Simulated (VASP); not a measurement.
# LiH (zincblende type) (F-43m) in VASP: a series of runs, part 2 of 3

VASP 6.6.1. Earlier steps stand in the parts before.

### 4 Electric field gradients, PBE

This run uses another cell than the first one, of 9.87 Å³/atom.

Contents of INCAR:

```
PREC     = Accurate       # precision mode
ENCUT    = 520            # plane-wave cutoff, eV
EDIFF    = 1E-8           # SCF threshold, eV
ISMEAR   = -1             # smearing method
SIGMA    = 0.05           # smearing width, eV
LREAL    = False          # projectors in reciprocal space
LASPH    = True           # aspherical terms in the spheres
NELM     = 100            # most SCF steps
ALGO     = Normal         # electronic algorithm
ISIF     = 2              # what is computed and relaxed
LWAVE    = False          # write WAVECAR
LCHARG   = False          # write CHGCAR
GGA      = PE             # functional
LEFG     = True         
NBANDS   = 9              # bands
```

Contents of KPOINTS:

```
regular mesh
0
Gamma
  13 13 13
```

Contents of POSCAR:

```
LiH
1.0
    0.0000000000      2.1448521955      2.1448521955
    2.1448521955      0.0000000000      2.1448521955
    2.1448521955      2.1448521955      0.0000000000
Li H
1 1
Direct
    0.0000000000      0.0000000000      0.0000000000
    0.2500000000      0.2500000000      0.2500000000
```

Potentials or basis: VASP PAW PBE potentials, release 64 (Li_sv, H).

Command:

```console
$ cat potpaw_PBE.64/Li_sv/POTCAR potpaw_PBE.64/H/POTCAR > POTCAR
$ mpirun -np 1 vasp_std > vasp.out
```

OUTCAR:

```text
PREC = Accurate
   ENCUT = 520
   EDIFF = 1E-8
   ISMEAR = -1
   LREAL = False
   LASPH = True
   NELM = 100
   ISIF = 2
   GGA = PE

 ion  position               nearest neighbor table
   1  0.000  0.000  0.000-
   2  0.250  0.250  0.250-

  LATTYP: Found a face centered cubic cell.
 ALAT       =     4.2897043910

  Lattice vectors:

 A1 = (   0.0000000000,   2.1448521955,   2.1448521955)
 A2 = (   2.1448521955,   0.0000000000,   2.1448521955)
 A3 = (   2.1448521955,   2.1448521955,   0.0000000000)

Analysis of symmetry for initial positions (statically):
=====================================================================
 Subroutine PRICEL returns:
 Original cell was already a primitive cell.

 Routine SETGRP: Setting up the symmetry group for a
 face centered cubic supercell.

 Subroutine GETGRP returns: Found 24 space group operations
 (whereof 24 operations were pure point group operations)
[... 472 lines left out ...]
  energy-cutoff  :      520.00
  volume of cell :       19.73
      direct lattice vectors                 reciprocal lattice vectors
     0.000000000  2.144852195  2.144852195    -0.233116296  0.233116296  0.233116296
     2.144852195  0.000000000  2.144852195     0.233116296 -0.233116296  0.233116296
     2.144852195  2.144852195  0.000000000     0.233116296  0.233116296 -0.233116296

 POSITION                                       TOTAL-FORCE (eV/Angst)
 -----------------------------------------------------------------------------------
      0.00000      0.00000      0.00000        -0.000000     -0.000000     -0.000000
      1.07243      1.07243      1.07243         0.000000      0.000000      0.000000
 -----------------------------------------------------------------------------------
    total drift:                                0.000000      0.000000     -0.000000

  FREE ENERGIE OF THE ION-ELECTRON SYSTEM (eV)
  ---------------------------------------------------
  free  energy   TOTEN  =        -6.0306277761 eV

  energy  without entropy=       -6.0306277761  energy(sigma->0) =       -6.03062778

 Electric field gradients (V/A^2)
---------------------------------------------------------------------
 ion       V_xx      V_yy      V_zz      V_xy      V_xz      V_yz
---------------------------------------------------------------------
   1      -0.000    -0.000    -0.000    -0.002    -0.002    -0.002
   2      -0.000     0.000     0.000     0.000     0.000     0.000
---------------------------------------------------------------------

 Electric field gradients after diagonalization (V/A^2)
 (convention: |V_zz| > |V_xx| > |V_yy|)
----------------------------------------------------------------------
 ion       V_xx      V_yy      V_zz     asymmetry (V_yy - V_xx)/ V_zz
----------------------------------------------------------------------
   1       0.002     0.002    -0.004       0.000
   2      -0.000    -0.000     0.001       0.000
----------------------------------------------------------------------

           NMR quadrupolar parameters

 Cq : quadrupolar parameter    Cq=e*Q*V_zz/h
 eta: asymmetry parameters     (V_yy - V_xx)/ V_zz
 Q  : nuclear electric quadrupole moment in mb (millibarn)
----------------------------------------------------------------------
 ion       Cq(MHz)       eta       Q (mb)
----------------------------------------------------------------------
   1      -0.000       0.000       1.000
   2       0.000       0.000       1.000
----------------------------------------------------------------------
```

stdout:

```text
POSCAR found type information on POSCAR LiH
 POSCAR found :  2 types and       2 ions
 scaLAPACK will be used
 LDA part: xc-table for (Slater+PW92), standard interpolation
 POSCAR, INCAR and KPOINTS ok, starting setup
 FFT: planning ... GRIDC
 FFT: planning ... GRID_SOFT
 FFT: planning ... GRID
 WAVECAR not read
 entering main loop
ion   1

ion   2
```

Run time: 17 s. Hardware: 1 thread of Intel Xeon 8259CL, shared host; peak memory 0.14 GiB.

What came out:

```
Free energy                             : -6.0306 eV
Band gap on the k mesh                  : 4.33 eV (least direct gap 5.29 eV)
Largest electric field gradient by atom : zero within the noise of the run
```

Levels at points of the mesh, in eV from the valence-band top:
```csv
k point,band 1,band 2,band 3,band 4,band 5,band 6,band 7
"(0.00, 0.00, 0.00)",-43.31,-3.65,13.12,17.32,17.32,17.32,19.88
```

Caveat: the cutoff is under 1.25 times the usual one of these potentials, so pressure, stress and relaxed cells hold a basis-set (Pulay) error; an odd mesh through Γ misses points on the zone boundary, where band edges can lie.

### 5 Electric field gradients, PBE (9.67 Å³/atom)

This run uses another cell than the first one, of 9.67 Å³/atom.

Contents of INCAR:

```
SYSTEM = LiH
ALGO = Normal
EDIFF = 1E-8
ENCUT = 520
GGA = PE
ISIF = 2
ISMEAR = -1
LASPH = .True.
LCHARG = .False.
LEFG = .True.
LREAL = .False.
LWAVE = .False.
NBANDS = 9
NELM = 60
PREC = Accurate
SIGMA = 0.05
```

Contents of KPOINTS:

```
k-points
0
Gamma
  13 13 13
  0 0 0
```

Contents of POSCAR:

```
LiH
1.0
    0.0000000000      2.1304567805      2.1304567805
    2.1304567805      0.0000000000      2.1304567805
    2.1304567805      2.1304567805      0.0000000000
Li H
1 1
Direct
    0.0000000000      0.0000000000      0.0000000000
    0.2500000000      0.2500000000      0.2500000000
```

Potentials or basis: VASP PAW PBE potentials, release 64 (Li_sv, H).

Command:

```console
$ cat potpaw_PBE.64/Li_sv/POTCAR potpaw_PBE.64/H/POTCAR > POTCAR
$ mpirun -np 1 vasp_std > vasp.out
```

OUTCAR:

```text
SYSTEM = LiH
   EDIFF = 1E-8
   ENCUT = 520
   GGA = PE
   ISIF = 2
   ISMEAR = -1
   LASPH = .True.
   LREAL = .False.
   NELM = 60
   PREC = Accurate

 ion  position               nearest neighbor table
   1  0.000  0.000  0.000-
   2  0.250  0.250  0.250-

  LATTYP: Found a face centered cubic cell.
 ALAT       =     4.2609135610

  Lattice vectors:

 A1 = (   0.0000000000,   2.1304567805,   2.1304567805)
 A2 = (   2.1304567805,   0.0000000000,   2.1304567805)
 A3 = (   2.1304567805,   2.1304567805,   0.0000000000)

Analysis of symmetry for initial positions (statically):
=====================================================================
 Subroutine PRICEL returns:
 Original cell was already a primitive cell.

 Routine SETGRP: Setting up the symmetry group for a
 face centered cubic supercell.

 Subroutine GETGRP returns: Found 24 space group operations
 (whereof 24 operations were pure point group operations)
 out of a pool of 48 trial point group operations.

The static configuration has the point symmetry T_d .

Analysis of symmetry for dynamics (positions and initial velocities):
=====================================================================
 Subroutine PRICEL returns:
 Original cell was already a primitive cell.

 Routine SETGRP: Setting up the symmetry group for a
 face centered cubic supercell.

 Subroutine GETGRP returns: Found 24 space group operations
 (whereof 24 operations were pure point group operations)
 out of a pool of 48 trial point group operations.

The dynamic configuration has the point symmetry T_d .

 Subroutine INISYM returns: Found 24 space group operations
 (whereof 24 operations are pure point group operations),
 and found     1 'primitive' translations

----------------------------------------------------------------------------------------

                                     Primitive cell

  volume of cell :      19.3396

  direct lattice vectors                    reciprocal lattice vectors
     0.000000000  2.130456780  2.130456780    -0.234691454  0.234691454  0.234691454
     2.130456780  0.000000000  2.130456780     0.234691454 -0.234691454  0.234691454
     2.130456780  2.130456780  0.000000000     0.234691454  0.234691454 -0.234691454

  length of vectors
     3.012920873  3.012920873  3.012920873     0.406497523  0.406497523  0.406497523

  position of ions in fractional coordinates (direct lattice)
     0.000000000  0.000000000  0.000000000
     0.250000000  0.250000000  0.250000000

  ion indices of the primitive-cell ions
   primitive index   ion index
                 1           1
                 2           2

----------------------------------------------------------------------------------------

 KPOINTS: k-points

Automatic generation of k-mesh.
 Grid dimensions read from file:
[... 75 lines left out ...]
   PSTRESS=    0.0 pullay stress
   NELECT =       4.0000    total number of electrons
   NUPDOWN=      -1.0000    fix difference up-down
   EMIN   =  10.00;   EMAX   =-10.00  energy-range for DOS
   EFERMI =   0.00;   METHOD = LEGACY
   ISMEAR =    -1;   SIGMA  =   0.05  broadening in eV -4-tet -1-fermi 0-gaus
   EFERMI_NEDOS =   21; number of points for ismear=-14 and -15
   IALGO  =     38    algorithm
   IMIX   =      4    mixing-type and parameters
     AMIX     =   0.40;   BMIX     =  1.00
     AMIX_MAG =   1.60;   BMIX_MAG =  1.00
  volume/ion in A,a.u.               =       9.67        65.26
  Fermi-wavevector in a.u.,A,eV,Ry     =   0.968156  1.829550 12.753100  0.937326
  Thomas-Fermi vector in A             =   2.098102
   LORBIT       =      0    0 simple, 1 ext, 2 COOP (PROOUT), +10 PAW based schemes
   GGA     = PE    functional components
   LHFCALC =     F    Hartree Fock is set to
   AEXX    =    0.0000 exact exchange contribution
   IVDW    =     0    specifies the selected vdW correction
   LEPSILON=     F    determine dielectric tensor
   LRPA    =     F    only Hartree local field effects (RPA)
 non-spin polarized calculation
  energy-cutoff  :      520.00
  volume of cell :       19.34
 maximum number of plane-waves:       533
   NGX = 11   NGY = 11   NGZ = 11

 number of electron       3.9999994 magnetization

 Free energy of the ion-electron system (eV)
  ---------------------------------------------------
  ext. energy  EPLUGINS =         0.00000000
  ---------------------------------------------------
  free energy    TOTEN  =        -6.02996099 eV

  energy without entropy =       -6.02996099  energy(sigma->0) =       -6.02996099

 E-fermi :  -0.4816     XC(G=0):  -7.7565

 val. band max:       -1.6393696024   @ k =  -0.3077   0.4615   0.2308
 cond. band min:       2.7235904921   @ k =  -0.4615   0.0769   0.0000
 fundamental gap:      4.3629600945
 Fermi energy:        -0.4815787455

 k-point     1 :       0.0000    0.0000    0.0000
  band No.  band energies     occupation
      1     -44.9043      2.00000
      2      -5.3386      2.00000
      3      11.6648      0.00000
      4      15.8848      0.00000
      5      15.8848      0.00000
      6      15.8848      0.00000
      7      18.4676      0.00000
      8      18.4676      0.00000
      9      18.4676      0.00000
[... 265 lines left out ...]
 k-point    24 :       0.4615    0.1538    0.0000
  band No.  band energies     occupation
      1     -44.8791      2.00000
      2      -2.7756      2.00000
      3       3.6094      0.00000
      4      11.2515      0.00000
      5      11.7794      0.00000
      6      14.1481      0.00000
      7      19.0378      0.00000
      8      20.8211      0.00000
      9      23.0426      0.00000

 [... further k-points ...]

------------------------ aborting loop because EDIFF is reached ----------------------------------------

  FORCE on cell =-STRESS in cart. coord.  units (eV):
  Direction    XX          YY          ZZ          XY          YZ          ZX
  --------------------------------------------------------------------------------------
  -------------------------------------------------------------------------------------
  Total        0.0451059      0.0451059      0.0451059      0.0000000     -0.0000000     -0.0000000
  in kB        3.7367609      3.7367609      3.7367609      0.0000000     -0.0000000     -0.0000000
  external PRESSURE =       3.7367609 kB  Pullay stress =       0.0000000 kB

 VOLUME and BASIS-vectors are now :
 -----------------------------------------------------------------------------
  energy-cutoff  :      520.00
  volume of cell :       19.34
      direct lattice vectors                 reciprocal lattice vectors
     0.000000000  2.130456780  2.130456780    -0.234691454  0.234691454  0.234691454
     2.130456780  0.000000000  2.130456780     0.234691454 -0.234691454  0.234691454
     2.130456780  2.130456780  0.000000000     0.234691454  0.234691454 -0.234691454

 POSITION                                       TOTAL-FORCE (eV/Angst)
 -----------------------------------------------------------------------------------
      0.00000      0.00000      0.00000         0.000000      0.000000      0.000000
      1.06523      1.06523      1.06523        -0.000000     -0.000000     -0.000000
 -----------------------------------------------------------------------------------
    total drift:                                0.000000      0.000000      0.000000

  FREE ENERGIE OF THE ION-ELECTRON SYSTEM (eV)
  ---------------------------------------------------
  free  energy   TOTEN  =        -6.0299609865 eV

  energy  without entropy=       -6.0299609865  energy(sigma->0) =       -6.02996099

 Electric field gradients (V/A^2)
---------------------------------------------------------------------
 ion       V_xx      V_yy      V_zz      V_xy      V_xz      V_yz
---------------------------------------------------------------------
   1      -0.000     0.000     0.000    -0.003    -0.003    -0.003
   2      -0.000    -0.000     0.000     0.001     0.001     0.001
---------------------------------------------------------------------

 Electric field gradients after diagonalization (V/A^2)
 (convention: |V_zz| > |V_xx| > |V_yy|)
----------------------------------------------------------------------
 ion       V_xx      V_yy      V_zz     asymmetry (V_yy - V_xx)/ V_zz
----------------------------------------------------------------------
   1       0.003     0.003    -0.005       0.000
   2      -0.001    -0.001     0.001       0.000
----------------------------------------------------------------------

           NMR quadrupolar parameters

 Cq : quadrupolar parameter    Cq=e*Q*V_zz/h
 eta: asymmetry parameters     (V_yy - V_xx)/ V_zz
 Q  : nuclear electric quadrupole moment in mb (millibarn)
----------------------------------------------------------------------
 ion       Cq(MHz)       eta       Q (mb)
----------------------------------------------------------------------
   1      -0.000       0.000       1.000
   2       0.000       0.000       1.000
----------------------------------------------------------------------
```

stdout:

```text
POSCAR found type information on POSCAR LiH
 POSCAR found :  2 types and       2 ions
 scaLAPACK will be used
 LDA part: xc-table for (Slater+PW92), standard interpolation
 POSCAR, INCAR and KPOINTS ok, starting setup
 FFT: planning ... GRIDC
 FFT: planning ... GRID_SOFT
 FFT: planning ... GRID
 WAVECAR not read
 entering main loop
ion   1

ion   2
```

Run time: 17 s. Hardware: 1 thread of Intel Xeon 8259CL, shared host; peak memory 0.14 GiB.

Results:

```yaml
Free_energy: -6.0300 eV
Band_gap_on_the_k_mesh: 4.36 eV (least direct gap 5.34 eV)
Largest_electric_field_gradient_by_atom: zero within the noise of the run
```

Caveat: the cutoff is under 1.25 times the usual one of these potentials, so pressure, stress and relaxed cells hold a basis-set (Pulay) error; an odd mesh through Γ misses points on the zone boundary, where band edges can lie.

(Continued in part 3 of 3.)
